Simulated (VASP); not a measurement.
# AlN (F-43m) in VASP: dielectric tensor with PBE

Aim: the dielectric tensor of AlN with PBE.

Everything below comes from runs of VASP 6.6.1. Logs are shortened: lines on timing, memory, paths and dates and some standing lists are left out, and cuts for length are marked.

## 1. The cell of the first run

Symmetry: F-43m, No. 216, cubic system. Conventional cell: a = 4.370 Å, b = 4.370 Å, c = 4.370 Å, α = 90.00°, β = 90.00°, γ = 90.00°. Within 2.5 Å of Al (site symmetry -43m) lie 4 N at 1.89 Å. Within 2.5 Å of N (site symmetry -43m) lie 4 Al at 1.89 Å.

## 2. Dielectric tensor, PBE

Input file INCAR:

```
PREC = Accurate
ENCUT = 520
EDIFF = 1E-8
ISMEAR = 0
SIGMA = 0.01
LREAL = False
LASPH = True
NELM = 80
ALGO = Normal
ISIF = 2
LWAVE = False
LCHARG = False
GGA = PE
LEPSILON = True
```

Input file KPOINTS:

```
Automatic mesh
0
Gamma
  8 8 8
```

Input file POSCAR:

```
AlN
1.0
    0.0000000000      2.1848764832      2.1848764832
    2.1848764832      0.0000000000      2.1848764832
    2.1848764832      2.1848764832      0.0000000000
Al N
1 1
Direct
    0.0000000000      0.0000000000      0.0000000000
    0.7500000000      0.7500000000      0.7500000000
```

Potentials or basis: VASP PAW PBE potentials, release 64 (Al, N).

On the command line:

```sh
$ cat potpaw_PBE.64/Al/POTCAR potpaw_PBE.64/N/POTCAR > POTCAR
$ mpirun -np 1 vasp_std > vasp.out
```

OUTCAR:

```text
PREC = Accurate
   ENCUT = 520
   EDIFF = 1E-8
   ISMEAR = 0
   LREAL = False
   LASPH = True
   NELM = 80
   ISIF = 2
   GGA = PE
   LEPSILON = True

 ion  position               nearest neighbor table
   1  0.000  0.000  0.000-   2 1.89   2 1.89   2 1.89   2 1.89
   2  0.750  0.750  0.750-   1 1.89   1 1.89   1 1.89   1 1.89

  LATTYP: Found a face centered cubic cell.
 ALAT       =     4.3697529664

  Lattice vectors:

 A1 = (   0.0000000000,   2.1848764832,   2.1848764832)
 A2 = (   2.1848764832,   0.0000000000,   2.1848764832)
 A3 = (   2.1848764832,   2.1848764832,   0.0000000000)

Analysis of symmetry for initial positions (statically):
=====================================================================
 Subroutine PRICEL returns:
 Original cell was already a primitive cell.

 Routine SETGRP: Setting up the symmetry group for a
 face centered cubic supercell.

 Subroutine GETGRP returns: Found 24 space group operations
 (whereof 24 operations were pure point group operations)
 out of a pool of 48 trial point group operations.

The static configuration has the point symmetry T_d .

Analysis of symmetry for dynamics (positions and initial velocities):
=====================================================================
 Subroutine PRICEL returns:
 Original cell was already a primitive cell.

 Routine SETGRP: Setting up the symmetry group for a
 face centered cubic supercell.

 Subroutine GETGRP returns: Found 24 space group operations
 (whereof 24 operations were pure point group operations)
 out of a pool of 48 trial point group operations.

The dynamic configuration has the point symmetry T_d .

 Subroutine INISYM returns: Found 24 space group operations
 (whereof 24 operations are pure point group operations),
 and found     1 'primitive' translations

----------------------------------------------------------------------------------------

                                     Primitive cell

  volume of cell :      20.8598

  direct lattice vectors                    reciprocal lattice vectors
     0.000000000  2.184876483  2.184876483    -0.228845888  0.228845888  0.228845888
[... 416 lines left out ...]
     2.184876483  2.184876483  0.000000000     0.228845888  0.228845888 -0.228845888

 POSITION                                       TOTAL-FORCE (eV/Angst)
 -----------------------------------------------------------------------------------
      0.00000      0.00000      0.00000        -0.000000     -0.000000     -0.000000
      3.27731      3.27731      3.27731         0.000000      0.000000      0.000000
 -----------------------------------------------------------------------------------
    total drift:                               -0.000000     -0.000000     -0.000000

  FREE ENERGIE OF THE ION-ELECTRON SYSTEM (eV)
  ---------------------------------------------------
  free  energy   TOTEN  =       -14.8410457167 eV

  energy  without entropy=      -14.8410457167  energy(sigma->0) =      -14.84104572

 HEAD OF MICROSCOPIC STATIC DIELECTRIC TENSOR (INDEPENDENT PARTICLE, excluding Hartree and local field effects)
 ------------------------------------------------------
           4.738036     0.000000    -0.000000
           0.000000     4.738036     0.000000
          -0.000000     0.000000     4.738036
 ------------------------------------------------------

 Free energy of the ion-electron system (eV)
  ---------------------------------------------------
  ---------------------------------------------------
  free energy    TOTEN  =        -0.22811725 eV

  energy without entropy =       -0.22811725

------------------------ aborting loop because EDIFF is reached ----------------------------------------

--------------------------------------- Ionic step        2  -------------------------------------------

------------------------ aborting loop because EDIFF is reached ----------------------------------------

--------------------------------------- Ionic step        3  -------------------------------------------

 Free energy of the ion-electron system (eV)
  ---------------------------------------------------
  ---------------------------------------------------
  free energy    TOTEN  =        -0.22811724 eV

  energy without entropy =       -0.22811724

------------------------ aborting loop because EDIFF is reached ----------------------------------------

 PIEZOELECTRIC TENSOR FIELD DIRECTION 3  (e Angst)
 -----------------------------------------------------------------------------
    -0.00042  0.81035  0.00000           ( -0.00000  0.00354  0.00000)
     0.81035 -0.00042  0.00000           (  0.00354 -0.00000  0.00000)
     0.00000  0.00000  0.00047           (  0.00000  0.00000 -0.00000)

 PIEZOELECTRIC TENSOR FIELD DIRECTION 3  (C/m^2)
 -----------------------------------------------------------------------------
    -0.00032  0.62241  0.00000
     0.62241 -0.00032  0.00000
     0.00000  0.00000  0.00036

 MACROSCOPIC STATIC DIELECTRIC TENSOR (including local field effects in DFT)
 ------------------------------------------------------
           4.593300    -0.000000     0.000000
           0.000000     4.593300     0.000000
          -0.000000     0.000000     4.593300
 ------------------------------------------------------

 PIEZOELECTRIC TENSOR (including local field effects)  for field in x, y, z        (e  Angst)
          XX          YY          ZZ          XY          YZ          ZX
  --------------------------------------------------------------------------------
  x    -0.00000     0.00000    -0.00000     0.00000     0.81000     0.00000
  y     0.00000     0.00000    -0.00000     0.00000     0.00000     0.81000
  z     0.00000     0.00000     0.00000     0.81000     0.00000     0.00000

 PIEZOELECTRIC TENSOR (including local field effects)  for field in x, y, z        (C/m^2)
          XX          YY          ZZ          XY          YZ          ZX
  --------------------------------------------------------------------------------
  x    -0.00000     0.00000    -0.00000     0.00000     0.62214     0.00000
  y     0.00000     0.00000    -0.00000     0.00000     0.00000     0.62214
  z     0.00000     0.00000     0.00000     0.62214     0.00000     0.00000

 BORN EFFECTIVE CHARGES (including local field effects) (in |e|, cummulative output)
 ---------------------------------------------------------------------------------
 ion    1
    1     2.53527    -0.00000    -0.00000
    2    -0.00000     2.53527    -0.00000
    3     0.00000     0.00000     2.53527
 ion    2
    1    -2.53527     0.00000     0.00000
    2     0.00000    -2.53527     0.00000
    3     0.00000    -0.00000    -2.53527
```

OSZICAR:

```text
N       E                     dE             d eps       ncg     rms          rms(c)
DAV:   1     0.105338585083E+02    0.10534E+02   -0.40381E+03   472   0.830E+02
[... 16 lines left out ...]
RMM:   3    -0.212389616978E+00    0.30424E-02   -0.33520E-03  2408   0.471E-01    0.417E-01
RMM:   4    -0.225449628827E+00   -0.13060E-01   -0.52023E-03  2457   0.605E-01    0.640E-02
RMM:   5    -0.227853046241E+00   -0.24034E-02   -0.10079E-04  2514   0.998E-02    0.103E-02
RMM:   6    -0.227989291680E+00   -0.13625E-03   -0.15245E-06  2657   0.126E-02    0.446E-03
RMM:   7    -0.228117052342E+00   -0.12776E-03   -0.52979E-07  2556   0.781E-03    0.332E-04
RMM:   8    -0.228116977279E+00    0.75063E-07    0.44165E-09  2727   0.546E-04    0.128E-04
RMM:   9    -0.228117242669E+00   -0.26539E-06    0.53686E-10  2323   0.339E-04    0.774E-06
```

Wall time 37 s (1 thread of Intel Xeon Platinum 8488C (Sapphire Rapids), shared host); peak memory 0.17 GiB.

Results:

- Band gap on the k mesh: 3.32 eV (least direct gap 4.19 eV)
- Electronic dielectric tensor (diagonal): 4.59
- Born charges (mean of the diagonal): Al +2.54; N -2.54 e

Electronic dielectric tensor:
```
4.59 0.00 0.00
0.00 4.59 0.00
0.00 0.00 4.59
```

Born effective charge tensors (e):
atom 1, Al
```
2.54 0.00 0.00
0.00 2.54 0.00
0.00 0.00 2.54
```
atom 2, N
```
-2.54  0.00  0.00
 0.00 -2.54  0.00
 0.00  0.00 -2.54
```
